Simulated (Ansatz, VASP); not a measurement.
## One calculation of CoSi2, two programs

```
Co Si
1.0
     0.00000    2.67994    2.67994
     2.67994    0.00000    2.67994
     2.67994    2.67994    0.00000
Co Si
1 2
Direct
  0.00000 0.00000 0.00000
  0.24192 0.24192 0.24192
  0.75808 0.75808 0.75808
```

Change from the starting cell: mode 4 (324.9 1/cm) frozen in, largest displacement +0.075 Å.

Alike in both runs: task single point; functional PBE; k mesh 16 × 16 × 16; occupations gaussian, width 0.15 eV; no spin polarisation.

|  | VASP | Ansatz |
| --- | --- | --- |
| version | VASP 6.6.1 | Ansatz 0.2.0 |
| potentials or method | VASP PAW PBE potentials, release 64 (Co, Si), cutoff 520 eV | scalar-relativistic, plane waves, PAW |
| valence electrons in the cell | 17 | 25 |

VASP gave:

| Property | Result |
| --- | --- |
| gap on the k mesh at the Fermi level (eV) | none |
| pressure (GPa) | 0.7 |
| traceless stress, the component that is largest in VASP (GPa) | 3.55 |
| rms of the force components (eV/Å) | 0.410 |

**Question.** Which values does Ansatz return?

**Answer.** gap on the k mesh at the Fermi level (eV): none; pressure (GPa): 0.9; traceless stress, the component that is largest in VASP (GPa): 3.54; rms of the force components (eV/Å): 0.411.

Atom by atom the forces differ by 0.002 eV/Å (rms over components). A gap of «none» marks a metal or a gap that the smearing closes. VASP's potentials hold 17 valence electrons a cell and Ansatz's 25, so a difference there can come from the potentials and not from the codes.
